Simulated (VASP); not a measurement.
Wanted: the native input for a VASP 6.6.1 run.

```yaml
Task: single point
Functional: PBE
Potentials_or_basis: VASP PAW PBE potentials, release 64 (C, F, H)
Cutoff: 520 eV
k_mesh: 2 × 2 × 1
Occupations: gaussian, width 0.02 eV
Spin: no spin polarisation
Dipole_correction: no
Further_INCAR_settings: LREAL = Auto; ALGO = Normal; EDIFF = 1e-06; NBANDS = 56
```

The structure of HC18F lies in POSCAR:

```
HC18F
1.0
    7.3980000000      0.0000000000      0.0000000000
   -3.6990000000      6.4068560000      0.0000000000
    0.0000000000      0.0000000000     11.0000000000
C F H
18 1 1
Direct
    0.0039511881      0.0005920220      0.0833125455
    0.2279805292      0.1126031239      0.0832572727
    0.0064436492      0.3364114942      0.0777876364
    0.2268954800      0.4473270509      0.0782819091
    0.0064446529      0.6672583245      0.0777897273
    0.2269000534      0.7767914559      0.0782650909
    0.3386984885      0.0010239031      0.0828685455
    0.5574237205      0.1067144322      0.0861684545
    0.3386987810      0.3348949937      0.0828901818
    0.5574365368      0.4479339008      0.0862038182
    0.3353339854      0.6662792171      0.0842913636
    0.5592194213      0.7782214865      0.1135795455
    0.6722345615      0.0022404125      0.0872352727
    0.8919558461      0.1107797647      0.0823728182
    0.6714725463      0.3343497965      0.1073780909
    0.8990862559      0.4481611574      0.0826389091
    0.6722445910      0.6672228937      0.0872600909
    0.8919612359      0.7784120636      0.0823831818
    0.5588073165      0.7780736761      0.2587624545
    0.6716261386      0.3343382464      0.2100001818
```

One way to write it, as run:

INCAR

```
SYSTEM = HC18F
PREC = Accurate
ENCUT = 520
EDIFF = 1E-6
ISMEAR = 0
SIGMA = 0.02
LREAL = Auto
LASPH = .True.
NELM = 60
ALGO = Normal
ISIF = 2
LWAVE = .False.
LCHARG = .False.
GGA = PE
NBANDS = 56
```

KPOINTS

```
Automatic mesh
0
Gamma
  2 2 1
  0 0 0
```

Potentials or basis: VASP PAW PBE potentials, release 64 (C, F, H).

The run is started by

```sh
$ cat potpaw_PBE.64/C/POTCAR potpaw_PBE.64/F/POTCAR potpaw_PBE.64/H/POTCAR > POTCAR
$ mpirun -np 1 vasp_std > vasp.out
```

It gave:

```yaml
Largest_force: 0.093 eV/Å
Band_gap_on_the_k_mesh: 0.28 eV (least direct gap 0.30 eV)
```

Caveat: the k points lie up to 0.49 Å⁻¹ apart.

It took 4.6 min on 1 thread of AMD EPYC 9R14 (Zen 4), with other jobs on the host, peak memory 0.56 GiB.
